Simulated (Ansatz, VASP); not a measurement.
**Two plane-wave programs on LiSc3**

INCAR

```
  ALGO = Normal
  EDIFF = 1E-7
  EDIFFG = -0.08
  ENCUT = 600
  GGA = PE
  IBRION = 2
  ISIF = 3
  ISMEAR = 0
  LASPH = True
  LCHARG = False
  LREAL = False
  LWAVE = False
  NELM = 60
  NSW = 36
  PREC = Accurate
  SIGMA = 0.2
```

File KPOINTS:

```
k-points
0
Gamma
  7 7 3
```

Contents of POSCAR:

```
LiSc3
1.0
    1.6311996200     -2.2462937600      0.0000000000
    1.6311996200      2.2462937600      0.0000000000
    0.0000000000      0.0000000000      8.9670674300
Li Sc
1 3
Direct
    0.0000000000      0.0000000000      0.0000000000
    0.5000000000      0.5000000000      0.7470129700
    0.0000000000      0.0000000000      0.5000000000
    0.5000000000      0.5000000000      0.2529870300
```

Input for Ansatz:

```yaml
crystal:
  lattice:
    - [1.63119962, -2.24629376, 0.0]
    - [1.63119962, 2.24629376, 0.0]
    - [0.0, 0.0, 8.96706743]
  atoms:
    - { symbol: Li, position: [0.0, 0.0, 0.0] }
    - { symbol: Sc, position: [0.5, 0.5, 0.74701297] }
    - { symbol: Sc, position: [0.0, 0.0, 0.5] }
    - { symbol: Sc, position: [0.5, 0.5, 0.25298703] }
basis:
  ecutwfc: 420
kpoints:
  mp_grid: { grid: [7, 7, 3] }
hamiltonian:
  xc: pbe
scf:
  occupations: { method: gaussian, width: 0.2 }
  lower_state_search: "off"
output:
  forces: true
  stress: true
  eigenvalues: true
relax:
  adjacent_minimum: "off"
  f_tol: 0.08
  max_steps: 16
  cell: { stress_tol: 0.8 }
```

Change from the starting cell: species swapped into the VFe3 type (Cmmm, No. 65).

Alike in both runs: task relaxation of cell and atoms; functional PBE; k mesh 7 × 7 × 3; occupations gaussian, width 0.2 eV; no spin polarisation.

|  | VASP | Ansatz |
| --- | --- | --- |
| version | VASP 6.6.1 | Ansatz 0.2.0 |
| potentials or method | VASP PAW PBE potentials, release 64 (Li_sv, Sc_sv), cutoff 600 eV | scalar-relativistic, plane waves, PAW |
| valence electrons in the cell | 36 | 36 |

VASP gave:

- gap on the k mesh at the Fermi level, each at its own relaxed structure (eV): none
- relaxed volume (Å³/atom): 23.88
- relaxed length of the cell vector where the two differ most in proportion (Å): 3.168

Task: What did Ansatz give for the same quantities?

Result: gap on the k mesh at the Fermi level, each at its own relaxed structure (eV): none; relaxed volume (Å³/atom): 23.77; relaxed length of the cell vector where the two differ most in proportion (Å): 3.151.

A gap of «none» marks a metal or a gap that the smearing closes.

Noted on VASP's run: the cutoff is under 1.25 times that of the potentials, so the pressure is a little rough; the volume moved by over 15 % at a fixed basis, so the end points are rough.
